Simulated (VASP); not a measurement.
# Na (I4/mmm) in VASP: notebook, part 2 of 2

VASP 6.6.1. Earlier steps stand in the parts before.

### 5 Single point, PBEsol (strain +0.0450 x Voigt [1, 1, 0, 0, 0, 0])

INCAR reads:

```
ALGO     = Normal         # electronic algorithm
EDIFF    = 1E-6           # SCF threshold, eV
ENCUT    = 520            # plane-wave cutoff, eV
GGA      = PS             # functional
ISIF     = 2              # what is computed and relaxed
ISMEAR   = 0              # smearing method
LASPH    = True           # aspherical terms in the spheres
LCHARG   = False          # write CHGCAR
LREAL    = False          # projectors in reciprocal space
LWAVE    = False          # write WAVECAR
NBANDS   = 10             # bands
NELM     = 60             # most SCF steps
PREC     = Accurate       # precision mode
SIGMA    = 0.15           # smearing width, eV
```

KPOINTS reads:

```
k-points
0
Gamma
  16 16 16
```

POSCAR reads:

```
Na
1.0
   -2.2127875000      2.2127875000      2.1175000000
    2.2127875000     -2.2127875000      2.1175000000
    2.2127875000      2.2127875000     -2.1175000000
Na
1
Direct
    0.0000000000      0.0000000000      0.0000000000
```

Potentials or basis: VASP PAW PBE potentials, release 64 (Na_pv).

Started as:

```bash
$ cat potpaw_PBE.64/Na_pv/POTCAR > POTCAR
$ mpirun -np 1 vasp_std > vasp.out
```

OUTCAR:

```text
EDIFF = 1E-6
   ENCUT = 520
   GGA = PS
   ISIF = 2
   ISMEAR = 0
   LASPH = True
   LREAL = False
   NELM = 60
   PREC = Accurate

 ion  position               nearest neighbor table
   1  0.000  0.000  0.000-

  LATTYP: Found a body centered tetragonal cell.
 ALAT       =     4.4255750000
 C/A-ratio  =     0.9569377990

  Lattice vectors:

 A1 = (  -2.2127875000,   2.2127875000,   2.1175000000)
 A2 = (   2.2127875000,  -2.2127875000,   2.1175000000)
 A3 = (   2.2127875000,   2.2127875000,  -2.1175000000)

Analysis of symmetry for initial positions (statically):
=====================================================================
 Subroutine PRICEL returns:
 Original cell was already a primitive cell.

 Routine SETGRP: Setting up the symmetry group for a
 body centered tetragonal supercell.

 Subroutine GETGRP returns: Found 16 space group operations
 (whereof 16 operations were pure point group operations)
 out of a pool of 16 trial point group operations.

The static configuration has the point symmetry D_4h.

Analysis of symmetry for dynamics (positions and initial velocities):
[... 163 lines left out ...]

 k-point     1 :       0.0000    0.0000    0.0000
  band No.  band energies     occupation
      1     -24.8760      2.00000
      2     -24.8759      2.00000
      3     -24.8759      2.00000
      4      -3.0409      2.00000
      5      10.6217      0.00000
      6      11.2552      0.00000
      7      11.2552      0.00000
      8      11.6662      0.00000
      9      12.0513      0.00000
     10      12.0815      0.00000
[... 287 lines left out ...]
 k-point    24 :      -0.0625    0.0625    0.0000
  band No.  band energies     occupation
      1     -24.8768      2.00000
      2     -24.8763      2.00000
      3     -24.8759      2.00000
      4      -2.9791      2.00000
      5       9.7302      0.00000
      6      10.8475      0.00000
      7      10.9642      0.00000
      8      11.2355      0.00000
      9      11.6503      0.00000
     10      12.1226      0.00000

 [... further k-points ...]

------------------------ aborting loop because EDIFF is reached ----------------------------------------

  FORCE on cell =-STRESS in cart. coord.  units (eV):
  Direction    XX          YY          ZZ          XY          YZ          ZX
  --------------------------------------------------------------------------------------
  -------------------------------------------------------------------------------------
  Total       -0.2212851     -0.2212851     -0.2025106      0.0000000      0.0000000      0.0000000
  in kB       -8.5486954     -8.5486954     -7.8233997      0.0000000      0.0000000      0.0000000
  external PRESSURE =      -8.3069302 kB  Pullay stress =       0.0000000 kB

 VOLUME and BASIS-vectors are now :
 -----------------------------------------------------------------------------
  energy-cutoff  :      520.00
  volume of cell :       41.47
      direct lattice vectors                 reciprocal lattice vectors
    -2.212787500  2.212787500  2.117500000     0.000000000  0.225959339  0.236127509
     2.212787500 -2.212787500  2.117500000     0.225959339  0.000000000  0.236127509
     2.212787500  2.212787500 -2.117500000     0.225959339  0.225959339  0.000000000

 POSITION                                       TOTAL-FORCE (eV/Angst)
 -----------------------------------------------------------------------------------
      0.00000      0.00000      0.00000        -0.000000      0.000000     -0.000000
 -----------------------------------------------------------------------------------
    total drift:                               -0.000000     -0.000000     -0.000000

  FREE ENERGIE OF THE ION-ELECTRON SYSTEM (eV)
  ---------------------------------------------------
  free  energy   TOTEN  =        -1.3875143213 eV

  energy  without entropy=       -1.3820918133  energy(sigma->0) =       -1.38480307
```

OSZICAR:

```text
N       E                     dE             d eps       ncg     rms          rms(c)
DAV:   1     0.266942411675E+02    0.26694E+02   -0.37105E+03  6992   0.560E+02
DAV:   2    -0.792138217813E+00   -0.27486E+02   -0.27365E+02  7168   0.143E+02
DAV:   3    -0.138387112816E+01   -0.59173E+00   -0.59132E+00  8556   0.234E+01
DAV:   4    -0.138910164320E+01   -0.52305E-02   -0.52301E-02  8176   0.213E+00
DAV:   5    -0.138918405782E+01   -0.82415E-04   -0.82414E-04  8012   0.264E-01    0.228E-01
DAV:   6    -0.138783264560E+01    0.13514E-02   -0.27117E-03  8186   0.752E-01    0.141E-01
DAV:   7    -0.138757035640E+01    0.26229E-03   -0.25648E-03  7862   0.651E-01    0.462E-02
DAV:   8    -0.138751395233E+01    0.56404E-04   -0.21277E-04  7974   0.251E-01    0.235E-03
DAV:   9    -0.138751432131E+01   -0.36898E-06   -0.69941E-07  5416   0.957E-03
   1 F= -.13875143E+01 E0= -.13848031E+01  d E =-.542251E-02
```

stdout:

```text
POSCAR found type information on POSCAR Na
 POSCAR found :  1 types and       1 ions
 scaLAPACK will be used
 -----------------------------------------------------------------------------
|                                                                             |
|                                                                             |
|     You enforced a specific xc type in the INCAR file but a different       |
|     I HOPE YOU KNOW WHAT YOU ARE DOING!                                     |
|                                                                             |
 -----------------------------------------------------------------------------

 LDA part: xc-table for (Slater+PW92), standard interpolation
 POSCAR, INCAR and KPOINTS ok, starting setup
 FFT: planning ... GRIDC
 FFT: planning ... GRID_SOFT
 FFT: planning ... GRID
 WAVECAR not read
 entering main loop
```

It took 74 s on 1 thread of Intel Xeon 8259CL, shared host; peak memory 0.24 GiB.

What came out:

```
Free energy            : -1.3875 eV
Pressure               : -0.8 GPa
Band gap on the k mesh : zero (an odd number of electrons rules out a gap without spin polarisation)
```

Caveat: the cell differs from its parent crystal (strain +0.0450 x Voigt [1, 1, 0, 0, 0, 0]); the PAW data sets were made with another functional, which shifts forces and pressure a little.

### 6 Overview

| cell | gap on the mesh (eV) | pressure (GPa) |
| --- | --- | --- |
| a = 3.558 Å, angles 110.7, 110.7, 107.0°, 1 atom | none | 0.4 |
| a = 3.595 Å, angles 110.3, 110.3, 107.8°, 1 atom | none | 0.1 |
| a = 3.631 Å, angles 109.9, 109.9, 108.7°, 1 atom | none | -0.1 |
| a = 3.778 Å, angles 108.3, 108.3, 111.8°, 1 atom | none | -0.8 |

Alike in all rows: task single point; level PBEsol; potentials or basis VASP PAW PBE potentials, release 64 (Na_pv); no spin polarisation; k mesh 16 × 16 × 16; cutoff (eV) 520; smearing gaussian 0.15 eV.

Caveats: the PAW data sets were made with another functional, which shifts forces and pressure a little.

Total energies depend on the potentials used, so only differences within one code and one set of settings carry meaning.
